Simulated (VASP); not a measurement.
A run of VASP 6.6.1 is set up as follows.

File INCAR:

```
SYSTEM = PbO
ALGO     = Normal         ! electronic algorithm
EDIFF    = 1E-7           ! SCF threshold, eV
ENCUT    = 520            ! plane-wave cutoff, eV
GGA      = PE             ! functional
ISIF     = 2              ! what is computed and relaxed
ISMEAR   = 0              ! smearing method
LASPH    = .True.         ! aspherical terms in the spheres
LCHARG   = .False.        ! write CHGCAR
LREAL    = .False.        ! projectors in reciprocal space
LWAVE    = .False.        ! write WAVECAR
NBANDS   = 28             ! bands
NELM     = 60             ! most SCF steps
PREC     = Accurate       ! precision mode
SIGMA    = 0.05           ! smearing width, eV
```

The input KPOINTS:

```
k-points
0
Gamma
  8 8 6
  0 0 0
```

Contents of POSCAR:

```
PbO
1.0
    4.0340160000      0.0000000000      0.0000000000
    0.0000000000      4.0340160000      0.0000000000
    0.0000000000      0.0000000000      4.8713400000
Pb O
2 2
Direct
    0.0000000000      0.5000000000      0.2351000000
    0.5000000000      0.0000000000      0.7649000000
    0.0000000000      0.0000000000      0.0000000000
    0.5000000000      0.5000000000      0.0000000000
```

Potentials or basis: VASP PAW PBE potentials, release 64 (Pb_d, O).

Command:

```console
$ cat potpaw_PBE.64/Pb_d/POTCAR potpaw_PBE.64/O/POTCAR > POTCAR
$ mpirun -np 1 vasp_std > vasp.out
```

**Question.** Predict the pressure.

**Answer.** 4.5 GPa.

**Question.** Estimate the largest force.

**Answer.** 0.632 eV/Å.

**Question.** What does it give for the band gap on the k mesh?

**Answer.** 1.35 eV, indirect (least direct gap 2.24 eV).

Forces in eV/Å, atoms in the order of the input:
```
Pb   0.000  0.000  0.632
Pb   0.000  0.000 -0.632
O    0.000  0.000  0.000
O    0.000  0.000  0.000
```

Caveat: the cell differs from its parent crystal (strain +0.015 along x and y, -0.030 along z); spin-orbit coupling is left out, which moves the levels of the heavy elements. A k mesh can miss the band edges.
